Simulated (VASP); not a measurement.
Wanted: the native input for a VASP 6.6.1 run.

- Task: single point
- Functional: PBEsol
- Potentials or basis: VASP PAW PBE potentials, release 64 (Pb_d)
- Cutoff: 520 eV
- k mesh: 8 × 8 × 8
- Occupations: fermi-dirac, width 0.05 eV
- Spin: no spin polarisation
- Dipole correction: no
- Further INCAR settings: ALGO = Normal; EDIFF = 1e-06; NBANDS = 13

The structure of Pb lies in POSCAR:

```
Pb
1.0
   -1.9796595667      1.9796595667      2.0588459494
    1.9796595667     -1.9796595667      2.0588459494
    1.9796595667      1.9796595667     -2.0588459494
Pb
1
Direct
    0.0000000000      0.0000000000      0.0000000000
```

One way to write it, as run:

INCAR

```
PREC = Accurate ; ENCUT = 520
EDIFF = 1E-6 ; ISMEAR = -1
SIGMA = 0.05 ; LREAL = F
LASPH = T ; NELM = 60
ALGO = Normal ; ISIF = 2
LWAVE = F ; LCHARG = F
GGA = PS ; NBANDS = 13
```

KPOINTS

```
Automatic mesh
0
Gamma
  8 8 8
```

Potentials or basis: VASP PAW PBE potentials, release 64 (Pb_d).

Run with:

```bash
$ cat potpaw_PBE.64/Pb_d/POTCAR > POTCAR
$ mpirun -np 1 vasp_std > vasp.out
```

Results of the run:

```
Pressure               : -3.0 GPa
Band gap on the k mesh : zero (band 7 reaches 13.40 eV, above the bottom of band 8 at 4.73 eV)
```

Caveat: the PAW data sets were made with another functional, which shifts forces and pressure a little; spin-orbit coupling is left out, which moves the levels of the heavy elements.

Run time: 41 s on 1 thread of Intel Xeon 8259CL (shared host), peak memory 0.16 GiB.
